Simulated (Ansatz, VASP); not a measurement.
## Two plane-wave programs on Zn4SO3

```
Zn S O
1.0
     4.82778   -0.00118   -0.00266
    -0.00123    4.82404    0.00319
    -0.00262    0.00322    4.81425
Zn S O
4 1 3
Direct
  0.77040 0.77085 0.77080
  0.77030 0.22954 0.22907
  0.22937 0.77057 0.22951
  0.22912 0.22964 0.77051
  0.50033 0.49981 0.50009
  0.00016 0.99977 0.49992
  0.00025 0.49985 0.00016
  0.50006 0.99996 0.99993
```

Change from the starting cell: cell x1, atoms moved at random (sigma 0.15 Å) and cell strained at random (1.5 %), then relaxed without symmetry.

Alike in both runs: functional PBE; k mesh 4 × 4 × 4; occupations gaussian, width 0.1 eV; no spin polarisation.

Ansatz relaxed the structure, and its values are those at the end. VASP's run is a single point on that final structure, the one shown.

|  | VASP | Ansatz |
| --- | --- | --- |
| version | VASP 6.6.1 | Ansatz 0.2.0 |
| potentials or method | VASP PAW PBE potentials, release 64 (Zn, S, O), cutoff 520 eV | scalar-relativistic, plane waves, PAW |
| valence electrons in the cell | 72 | 72 |

Ansatz gave:

* gap on the k mesh at the Fermi level (eV): 0.43
* least direct gap on the mesh (eV): 0.43
* pressure (GPa): -0.1
* rms of the force components (eV/Å): 0.004

Q: What did VASP give for the same quantities?

A: gap on the k mesh at the Fermi level (eV): 0.41; least direct gap on the mesh (eV): 0.41; pressure (GPa): 0.4; rms of the force components (eV/Å): 0.012.
